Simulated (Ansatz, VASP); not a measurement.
## One calculation of Ge, two programs

INCAR

```
ALGO = Normal
EDIFF = 1E-6
ENCUT = 520
GGA = PE
ISIF = 2
ISMEAR = -1
LASPH = T
LCHARG = F
LREAL = F
LWAVE = F
NBANDS = 21
NELM = 100
PREC = Accurate
SIGMA = 0.02
```

KPOINTS

```
k-points
0
Gamma
  8 8 8
```

The input POSCAR:

```
Ge
1.0
    0.1031332257      2.8265317973      2.8265317973
    2.8265317973      0.1031332257      2.8265317973
    2.8265317973      2.8265317973      0.1031332257
Ge
2
Direct
    0.0023983556      0.0023983556      0.0023983556
    0.2476016444      0.2476016444      0.2476016444
```

Input for Ansatz:

```yaml
crystal:
  lattice:
    - [0.1031332257, 2.8265317973, 2.8265317973]
    - [2.8265317973, 0.1031332257, 2.8265317973]
    - [2.8265317973, 2.8265317973, 0.1031332257]
  atoms:
    - { symbol: Ge, position: [0.0023983556, 0.0023983556, 0.0023983556] }
    - { symbol: Ge, position: [0.2476016444, 0.2476016444, 0.2476016444] }
kpoints:
  mp_grid: { grid: [8, 8, 8] }
  band_path:
    path:
      - [0.0, 0.0, 0.0]
      - [0.5, 0.0, 0.5]
      - [0.625, 0.25, 0.625]
      - [0.375, 0.375, 0.75]
      - [0.5, 0.5, 0.5]
      - [0.5, 0.25, 0.75]
      - [0.0, 0.0, 0.5]
    npoints: 1
hamiltonian:
  xc: pbe
scf:
  occupations: { method: fermi_dirac, width: 0.02 }
  n_extra_bands: 4
output:
  forces: true
  stress: true
  eigenvalues: true
```

Change from the starting cell: epitaxial_111 strain -4.0%.

Alike in both runs: task single point; functional PBE; k mesh 8 × 8 × 8; occupations fermi-dirac, width 0.02 eV; no spin polarisation.

|  | VASP | Ansatz |
| --- | --- | --- |
| version | VASP 6.6.1 | Ansatz 0.2.0 |
| potentials or method | VASP PAW PBE potentials, release 64 (Ge_d) | plane waves, PAW |
| plane-wave cutoff (eV) | 520 | 420 |
| valence electrons in the cell | 28 | 28 |

```tsv
	VASP	Ansatz	Ansatz less VASP
pressure (GPa)	8.7	8.8	+0.13
traceless stress, the component that is largest in VASP (GPa)	-2.60	-2.60	0.000
rms of the force components (eV/Å)	0.047	0.049	+0.0021
```

Atom by atom the forces differ by 0.002 eV/Å (rms over components). The functional is the same, so the differences come from potentials, cutoffs and numerics.
